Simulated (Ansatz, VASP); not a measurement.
## KZnF3: VASP beside Ansatz

POSCAR

```
KZnF3
1.0
    4.0500000000      0.0000000000      0.0000000000
    0.0000000000      4.6575000000      0.0000000000
    0.0000000000      0.0000000000      4.0500000000
K Zn F
1 1 3
Direct
    0.0000000000      0.0000000000      0.0000000000
    0.5000000000      0.5000000000      0.5000000000
    0.5000000000      0.5000000000      0.0000000000
    0.0000000000      0.5000000000      0.5000000000
    0.5000000000      0.0000000000      0.5000000000
```

Contents of INCAR.step1:

```
ALGO = Normal
EDIFF = 1E-4
ENCUT = 520
GGA = PE
ISMEAR = 0
LASPH = True
LCHARG = False
LREAL = False
LWAVE = True
NBANDS = 29
NELM = 60
PREC = Accurate
SIGMA = 0.05
```

Contents of INCAR.step2:

```
ALGO = Normal
EDIFF = 1E-7
ENCUT = 520
ISIF = 2
ISMEAR = 0
ISTART = 1
LASPH = True
LCHARG = False
LMIXTAU = True
LREAL = False
LWAVE = False
METAGGA = R2SCAN
NBANDS = 29
NELM = 60
PREC = Accurate
SIGMA = 0.05
```

File KPOINTS:

```
k-points
0
Gamma
  6 6 6
```

Input for Ansatz:

```yaml
crystal:
  lattice:
    - [4.05, 0.0, 0.0]
    - [0.0, 4.6575, 0.0]
    - [0.0, 0.0, 4.05]
  atoms:
    - { symbol: K, position: [0.0, 0.0, 0.0] }
    - { symbol: Zn, position: [0.5, 0.5, 0.5] }
    - { symbol: F, position: [0.5, 0.5, 0.0] }
    - { symbol: F, position: [0.0, 0.5, 0.5] }
    - { symbol: F, position: [0.5, 0.0, 0.5] }
basis:
  ecutwfc: 500
kpoints:
  mp_grid: { grid: [6, 6, 6] }
hamiltonian:
  xc: r2scan
scf:
  occupations: { method: gaussian, width: 0.05 }
output:
  forces: true
  stress: true
  eigenvalues: true
  write_density: true
  write_potential: true
  elf: true
  volumetric_format: npy
```

Change from the starting cell: strain +0.1500 x Voigt [0, 1, 0, 0, 0, 0], atoms carried along.

Alike in both runs: task single point; functional r2SCAN; k mesh 6 × 6 × 6; occupations gaussian, width 0.05 eV; no spin polarisation.

|  | VASP | Ansatz |
| --- | --- | --- |
| version | VASP 6.6.1 | Ansatz 0.2.0 |
| potentials or method | VASP PAW PBE potentials, release 64 (K_sv, Zn, F), cutoff 520 eV | scalar-relativistic, plane waves, PAW |
| valence electrons in the cell | 42 | 42 |

```tsv
	VASP	Ansatz	Ansatz less VASP
gap on the k mesh at the Fermi level (eV)	3.96	4.00	+0.042
least direct gap on the mesh (eV)	5.19	5.21	+0.024
pressure (GPa)	-7.1	-7.2	-0.13
traceless stress, the component that is largest in VASP (GPa)	-3.27	-3.05	+0.217
```

VASP's potentials were made for PBE, not for r2SCAN.
